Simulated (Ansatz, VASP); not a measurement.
## One calculation of TaN, two programs

```
CELL_PARAMETERS angstrom
3.05813 0.00000 0.00000
-1.52906 2.64842 0.00000
0.00000 0.00000 4.93434
ATOMIC_POSITIONS crystal
Ta 0.00000 0.00000 0.00000
Ta 0.00000 0.00000 0.50000
N 0.33333 0.66667 0.25000
N 0.66667 0.33333 0.75000
```

Change from the starting cell: volume scaled by 1.01.

Alike in both runs: task single point; functional PBEsol; k mesh 9 × 9 × 5; occupations fermi-dirac, width 0.01 eV; no spin polarisation.

```csv
,VASP,Ansatz
version,VASP 6.6.1,Ansatz 0.2.0
potentials or method,"VASP PAW PBE potentials, release 64 (Ta_pv, N), cutoff 520 eV","all-electron LAPW, scalar-relativistic"
```

|  | VASP | Ansatz | Ansatz less VASP |
| --- | --- | --- | --- |
| pressure (GPa) | 45.0 | 43.0 | -2.03 |
| traceless stress, the component that is largest in VASP (GPa) | 54.40 | 53.73 | -0.673 |

VASP's potentials were made for PBE, not for PBEsol. Both programs put the cell under a high pressure, so it lies far from rest at this level. Ansatz ran all-electron here, and VASP with PAW potentials.

Neither program's run includes spin-orbit coupling.
